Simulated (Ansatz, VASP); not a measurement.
## Two plane-wave programs on BeB

```
Be B
1.0
     3.11980    0.00000    0.00000
    -1.55990    2.70183    0.00000
     0.00000    0.00000    1.83058
Be B
1 1
Direct
  0.00000 0.00000 0.00000
  0.66667 0.33333 0.50000
```

Alike in both runs: task relaxation of cell and atoms; functional PBE; k mesh 24 × 24 × 30; occupations gaussian, width 0.1 eV; no spin polarisation.

|  | VASP | Ansatz |
| --- | --- | --- |
| version | VASP 6.6.1 | Ansatz 0.2.0 |
| potentials or method | VASP PAW PBE potentials, release 64 (Be, B), cutoff 600 eV | scalar-relativistic, plane waves, PAW |
| valence electrons in the cell | 5 | 5 |

|  | VASP | Ansatz | Ansatz less VASP |
| --- | --- | --- | --- |
| gap on the k mesh at the Fermi level, each at its own relaxed structure (eV) | none | none | - |
| relaxed volume (Å³/atom) | 7.70 | 7.70 | -0.008 |
| relaxed length of the cell vector where the two differ most in proportion (Å) | 3.120 | 3.118 | -0.0012 |

A gap of «none» marks a metal or a gap that the smearing closes.
